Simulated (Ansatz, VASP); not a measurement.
One calculation of Li2O, two programs

```xyz
3
Lattice="2.3092 2.3092 0.0000 -2.3092 2.3092 0.0000 0.0000 2.3092 2.3092" Properties=species:S:1:pos:R:3 pbc="T T T"
Li   -1.1546    3.4638    1.1546
Li    1.1546    3.4638    1.1546
O     0.0000    0.0000    0.0000
```

Alike in both runs: task single point; functional PBEsol; k mesh 8 × 8 × 8; no spin polarisation.

|  | VASP | Ansatz |
| --- | --- | --- |
| version | VASP 6.6.1 | Ansatz 0.2.0 |
| potentials or method | VASP PAW PBE potentials, release 64 (Li_sv, O), cutoff 750 eV | all-electron LAPW, scalar-relativistic |
| occupations | gaussian, width 0.01 eV | fixed |

```csv
,VASP,Ansatz,Ansatz less VASP
gap on the k mesh at the Fermi level (eV),4.83,4.83,+0.007
pressure (GPa),-1.9,-2.1,-0.17
```

VASP's potentials were made for PBE, not for PBEsol. Ansatz ran all-electron here, and VASP with PAW potentials.
